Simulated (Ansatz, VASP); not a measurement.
One calculation of Ti, two programs

```
Ti
1.0
     0.00000    2.06981    2.06981
     2.06981    0.00000    2.06981
     2.06981    2.06981    0.00000
Ti
1
Direct
  0.00000 0.00000 0.00000
```

Alike in both runs: task single point; functional r2SCAN; k mesh 11 × 11 × 11; occupations fermi-dirac, width 0.05 eV; no spin polarisation.

|  | VASP | Ansatz |
| --- | --- | --- |
| version | VASP 6.6.1 | Ansatz 0.2.0 |
| potentials or method | VASP PAW PBE potentials, release 64 (Ti_sv) | Ansatz PAW |
| plane-wave cutoff (eV) | 520 | 500 |
| valence electrons in the cell | 12 | 12 |

VASP gave:

| Quantity | Value |
| --- | --- |
| gap on the k mesh at the Fermi level (eV) | none |
| pressure (GPa) | -2.0 |

Problem. Which values does Ansatz return?

Solution. gap on the k mesh at the Fermi level (eV): none; pressure (GPa): -2.3.

VASP's potentials were made for PBE, not for r2SCAN. A gap of «none» marks a metal or a gap that the smearing closes.
